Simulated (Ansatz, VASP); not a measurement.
## Two plane-wave programs on Al3C2

```xyz
10
Lattice="6.8019 0.0000 0.0000 -3.4009 5.8906 0.0000 0.0000 0.0000 4.2147" Properties=species:S:1:pos:R:3 pbc="T T T"
Al    2.3532    0.4760    1.0537
Al    1.0477    5.4146    3.1610
Al    5.2131    1.8000    1.0537
Al   -1.8121    4.0906    3.1610
Al    2.6365    3.6147    1.0537
Al    0.7644    2.2759    3.1610
C     0.0000    3.9271    1.0537
C     3.4009    1.9635    3.1610
C     0.0000    0.0000    0.0000
C     0.0000    0.0000    2.1073
```

Change from the starting cell: species swapped into the Tm3Ru2 type (P6_3/m, No. 176).

Alike in both runs: task relaxation of cell and atoms; functional PBE; k mesh 3 × 3 × 4; occupations gaussian, width 0.1 eV; no spin polarisation.

```csv
,VASP,Ansatz
version,VASP 6.6.1,Ansatz 0.2.0
potentials or method,"VASP PAW PBE potentials, release 64 (Al, C), cutoff 600 eV","scalar-relativistic, plane waves, PAW"
valence electrons in the cell,34,34
```

|  | VASP | Ansatz | Ansatz less VASP |
| --- | --- | --- | --- |
| gap on the k mesh at the Fermi level, each at its own relaxed structure (eV) | none | none | - |
| relaxed volume (Å³/atom) | 12.35 | 12.38 | +0.032 |
| relaxed cell length with the largest relative difference (Å) | 5.173 | 5.178 | +0.0049 |

A gap of «none» marks a metal or a gap that the smearing closes.

The k mesh is coarse, so the values compare programs but aren't converged. Noted on VASP's run: the volume moved by over 15 % at a fixed basis, so the end points are rough.
